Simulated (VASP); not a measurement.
NaI:

```
I Na
1.0
     0.00000    3.29987    3.29987
     3.29987    0.00000    3.29987
     3.29987    3.29987    0.00000
I Na
1 1
Direct
  0.50000 0.50000 0.50000
  0.00000 0.00000 0.00000
```

Base run:

| Item | Value |
| --- | --- |
| Program | VASP 6.6.1 |
| Functional | PBE |
| Potentials or basis | VASP PAW PBE potentials, release 64 (I, Na_pv) |
| Cutoff | 520 eV |
| k mesh | 7 × 7 × 7 |
| Occupations | fermi-dirac, width 0.05 eV |
| Spin | no spin polarisation |

Its results: band gap on the k mesh 3.49 eV, direct; pressure -0.4 GPa.

Task: The run is repeated on the same cell with these changes: functional from PBE to r2SCAN; further incar settings from ALGO = Normal; EDIFF = 1e-06; NBANDS = 14 to ALGO = Normal; EDIFF = 1e-07; NBANDS = 14. What comes out?

Result: Band gap on the k mesh 4.27 eV, direct; pressure -1.0 GPa.

Caveats: spin-orbit coupling is left out, which moves the levels of the heavy elements; the PAW data sets were made with another functional, which shifts forces and pressure a little (some runs).

